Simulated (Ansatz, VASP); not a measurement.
## Cr: VASP beside Ansatz

```
Cr
1.0
     2.86350    0.00000    0.00000
     0.00000    2.86350    0.00000
     0.00000    0.00000    2.86350
Cr
2
Cartesian
  0.0000 0.0000 0.0000
  1.4317 1.4317 1.4317
```

Alike in both runs: functional PBE; k mesh 6 × 6 × 6; occupations gaussian, width 0.1 eV; collinear spin.

Ansatz relaxed the structure, and its values are those at the end. VASP's run is a single point on that final structure, the one shown.

|  | VASP | Ansatz |
| --- | --- | --- |
| version | VASP 6.6.1 | Ansatz 0.2.0 |
| potentials or method | VASP PAW PBE potentials, release 64 (Cr_pv), cutoff 520 eV | scalar-relativistic, plane waves, PAW |
| valence electrons in the cell | 24 | 28 |

|  | VASP | Ansatz | Ansatz less VASP |
| --- | --- | --- | --- |
| gap on the k mesh at the Fermi level (eV) | none | none | - |
| pressure (GPa) | -0.1 | -0.1 | +0.08 |
| net moment per atom (μB) | 0.00 | 0.00 | 0.000 |
| size of the moment on the site where the two differ most (μB) | 1.01 | 0.91 | -0.099 |

Site moments also hang on the region over which each program counts them. A gap of «none» marks a metal or a gap that the smearing closes. VASP's potentials hold 24 valence electrons a cell and Ansatz's 28, so a difference there can come from the potentials and not from the codes.

The k mesh is coarse, so the values compare programs but aren't converged.
